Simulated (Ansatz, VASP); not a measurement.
## One calculation of Ba2SnF6, two programs

```xyz
9
Lattice="0.0000 4.3494 4.3494 4.3494 0.0000 4.3494 4.3494 4.3494 0.0000" Properties=species:S:1:pos:R:3 pbc="T T T"
Ba    2.1747    2.1747    2.1747
Ba    6.5241    6.5241    6.5241
Sn    0.0000    0.0000    0.0000
F     2.2760    4.3494    4.3494
F     4.3494    2.2760    4.3494
F     6.4228    4.3494    4.3494
F     4.3494    6.4228    4.3494
F     4.3494    4.3494    2.2760
F     4.3494    4.3494    6.4228
```

Change from the starting cell: species swapped into the Rb2TiCl6 type (Fm-3m, No. 225).

Alike in both runs: functional PBE; k mesh 4 × 4 × 4; occupations gaussian, width 0.1 eV; no spin polarisation.

Ansatz relaxed the structure, and its values are those at the end. VASP's run is a single point on that final structure, the one shown.

```csv
,VASP,Ansatz
version,VASP 6.6.1,Ansatz 0.2.0
potentials or method,"VASP PAW PBE potentials, release 64 (Ba_sv, Sn_d, F), cutoff 520 eV","scalar-relativistic, plane waves, PAW"
valence electrons in the cell,76,76
```

VASP gave:

```
gap on the k mesh at the Fermi level (eV) : 2.28
least direct gap on the mesh (eV)         : 2.94
pressure (GPa)                            : 0.4
rms of the force components (eV/Å)        : 0.006
```

Q: What did Ansatz give for the same quantities?

A: gap on the k mesh at the Fermi level (eV): 2.32; least direct gap on the mesh (eV): 2.94; pressure (GPa): 0.1; rms of the force components (eV/Å): 0.000.

With one functional, cell and mesh, what is left measures potentials, basis and numerics.

Spin-orbit coupling is off throughout.
